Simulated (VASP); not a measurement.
## BiTe: single point with LDA

The system is BiTe.

```
Bi Te
1.0
     0.00000    3.17030    3.23500
     3.17030    0.00000    3.23500
     3.17030    3.17030    0.00000
Bi Te
1 1
Direct
  0.00000 0.00000 0.00000
  0.50000 0.50000 0.50000
```

This cell differs from its parent crystal: equal xx and yy strain of -2 %.

```
Program                : VASP 6.6.1
Task                   : single point
Functional             : LDA
Potentials or basis    : VASP PAW LDA potentials, release 64 (Bi_d, Te)
Cutoff                 : 520 eV
k mesh                 : 10 × 10 × 10
Occupations            : fermi-dirac, width 0.08 eV
Spin                   : no spin polarisation
Dipole correction      : no
Further INCAR settings : ALGO = Normal; EDIFF = 1e-06; NBANDS = 18
```

```json
{"Pressure": "-0.7 GPa", "Band gap on the k mesh": "zero (an odd number of electrons rules out a gap without spin polarisation)"}
```

Stress tensor (GPa, compression positive):
```
-0.20  0.00  0.00
 0.00 -0.20  0.00
 0.00  0.00 -1.81
```

Levels at points of the mesh, in eV from the Fermi level:
| k point | band 6 | band 7 | band 8 | band 9 | band 10 | band 11 | band 12 | band 13 | band 14 | band 15 |
| --- | --- | --- | --- | --- | --- | --- | --- | --- | --- | --- |
| (0.00, 0.00, 0.00) | -13.81 | -8.00 | -2.72 | -2.72 | -2.44 | 1.90 | 2.38 | 2.38 | 4.53 | 4.69 |
| (0.50, 0.00, 0.00) | -11.75 | -11.40 | -1.98 | -1.94 | -1.55 | -0.89 | -0.69 | -0.66 | 7.37 | 7.85 |
| (0.50, 0.50, 0.00) | -12.07 | -9.82 | -5.86 | -4.16 | -4.16 | 2.13 | 3.80 | 3.80 | 5.01 | 8.83 |
| (0.50, 0.00, 0.50) | -11.85 | -10.05 | -5.94 | -4.32 | -4.05 | 2.09 | 3.48 | 3.98 | 5.32 | 8.76 |

It took 2.1 min on 1 thread of Intel Xeon 8259CL (shared host), peak memory 0.26 GiB.

Caveat: the cell differs from its parent crystal (equal xx and yy strain of -2 %); spin-orbit coupling is left out, which moves the levels of the heavy elements.
